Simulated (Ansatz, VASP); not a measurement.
Ga in VASP and in Ansatz

```
Ga
1.0
     2.28651   -3.87036    0.00000
     2.28651    3.87036    0.00000
     0.00000    0.00000    4.58925
Ga
4
Direct
  0.65629 0.34371 0.41748
  0.84371 0.15629 0.91748
  0.34371 0.65629 0.58252
  0.15629 0.84371 0.08252
```

Alike in both runs: functional PBE; k mesh 12 × 12 × 10; occupations gaussian, width 0.1 eV; no spin polarisation.

Ansatz relaxed the structure, and its values are those at the end. VASP's run is a single point on that final structure, the one shown.

```csv
,VASP,Ansatz
version,VASP 6.6.1,Ansatz 0.2.0
potentials or method,"VASP PAW PBE potentials, release 64 (Ga_d), cutoff 520 eV","scalar-relativistic, plane waves, PAW"
valence electrons in the cell,52,52
```

|  | VASP | Ansatz | Ansatz less VASP |
| --- | --- | --- | --- |
| gap on the k mesh at the Fermi level (eV) | none | none | - |
| pressure (GPa) | 0.1 | 0.0 | -0.13 |

A gap of «none» marks a metal or a gap that the smearing closes. The functional is the same, so the differences come from potentials, cutoffs and numerics.
